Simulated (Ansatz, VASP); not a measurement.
**AlGa3N4: VASP beside Ansatz**

INCAR

```
PREC = Accurate ; ENCUT = 1330
EDIFF = 1E-6 ; ISMEAR = 0
SIGMA = 0.05 ; LREAL = F
LASPH = T ; NELM = 120
ALGO = Normal ; ISIF = 2
LWAVE = F ; LCHARG = T
GGA = CA ; LELF = T
LVHAR = T ; NBANDS = 41
GGA_COMPAT = F
```

File KPOINTS:

```
regular mesh
0
Gamma
  6 6 6
```

POSCAR

```
AlGa3N4
1.0
    4.3382171223     -0.1033646631     -0.1033646631
   -0.1033646631      4.3382171223     -0.1033646631
   -0.1033646631     -0.1033646631      4.3382171223
Al Ga N
1 3 4
Direct
    0.0000000000      0.0000000000      0.0000000000
    0.5000000000      0.5000000000      0.0000000000
    0.5000000000      0.0000000000      0.5000000000
    0.0000000000      0.5000000000      0.5000000000
    0.7548078379      0.7548078379      0.2451921621
    0.7548078379      0.2451921621      0.7548078379
    0.2451921621      0.7548078379      0.7548078379
    0.2451921621      0.2451921621      0.2451921621
```

Input for Ansatz:

```yaml
crystal:
  lattice:
    - [4.3382171223, -0.1033646631, -0.1033646631]
    - [-0.1033646631, 4.3382171223, -0.1033646631]
    - [-0.1033646631, -0.1033646631, 4.3382171223]
  atoms:
    - { symbol: Al, position: [0.0, 0.0, 0.0] }
    - { symbol: Ga, position: [0.5, 0.5, 0.0] }
    - { symbol: Ga, position: [0.5, 0.0, 0.5] }
    - { symbol: Ga, position: [0.0, 0.5, 0.5] }
    - { symbol: "N", position: [0.7548078379, 0.7548078379, 0.2451921621] }
    - { symbol: "N", position: [0.7548078379, 0.2451921621, 0.7548078379] }
    - { symbol: "N", position: [0.2451921621, 0.7548078379, 0.7548078379] }
    - { symbol: "N", position: [0.2451921621, 0.2451921621, 0.2451921621] }
basis:
  ecutwfc: 520.0
kpoints:
  mp_grid: { grid: [6, 6, 6] }
hamiltonian:
  xc: lda
  pseudopotentials: { kind: paw, azcp: { folder: soft_1 } }
scf:
  occupations: { method: gaussian, width: 0.05 }
output:
  forces: true
  stress: true
  eigenvalues: true
```

Change from the starting cell: equal engineering shear yz, xz and xy -0.0467, equal normal strain along x, y and z -0.0200.

Alike in both runs: task single point; functional LDA; k mesh 6 × 6 × 6; occupations gaussian, width 0.05 eV; no spin polarisation.

```csv
,VASP,Ansatz
version,VASP 6.6.1,Ansatz 0.2.0
potentials or method,"VASP PAW LDA potentials, release 64 (Al, Ga_d, N_h), cutoff 1330 eV","scalar-relativistic, plane waves, PAW"
valence electrons in the cell,62,62
```

VASP gave:

| Item | Value |
| --- | --- |
| gap on the k mesh at the Fermi level (eV) | 2.70 |
| least direct gap on the mesh (eV) | 2.70 |
| pressure (GPa) | 17.6 |
| traceless stress, the component that is largest in VASP (GPa) | 13.39 |
| rms of the force components (eV/Å) | 0.829 |

Problem. What did Ansatz give for the same quantities?

Solution. gap on the k mesh at the Fermi level (eV): 2.69; least direct gap on the mesh (eV): 2.69; pressure (GPa): 16.4; traceless stress, the component that is largest in VASP (GPa): 13.25; rms of the force components (eV/Å): 0.809.

Ansatz warns that its potentials were made for another functional, while VASP's fit it. LDA's correlation is that of Perdew and Zunger in VASP and of Perdew and Wang (1992) in Ansatz. Atom by atom the forces differ by 0.022 eV/Å (rms over components).
